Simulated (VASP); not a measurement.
Crystal: Pt.

```xyz
1
Lattice="0.0000 1.8336 1.8336 1.8336 0.0000 1.8336 1.8336 1.8336 0.0000" Properties=species:S:1:pos:R:3 pbc="T T T"
Pt    0.0000    0.0000    0.0000
```

Base run:

| Quantity | Value |
| --- | --- |
| Program | VASP 6.6.1 |
| Functional | PBEsol |
| Potentials or basis | VASP PAW PBE potentials, release 64 (Pt) |
| Cutoff | 520 eV |
| k mesh | 22 × 22 × 22 |
| Occupations | gaussian, width 0.15 eV |
| Spin | collinear spin |
| Starting moments | [0.4] μB |
| Fixed moment | 0.4 μB |

Its results: pressure 98.1 GPa; site moments Pt +0.39 μB.

Problem. The run is repeated on the same cell with these changes: fixed moment from 0.4 μB to 0.15 μB; moments at the start from [0.4] to [0.15]. What comes out?

Solution. Pressure 96.8 GPa; site moments Pt +0.15 μB.

Caveats: the cell stands under pressure; the PAW data sets were made with another functional, which shifts forces and pressure a little; the total moment is fixed, so each spin has its own Fermi level.
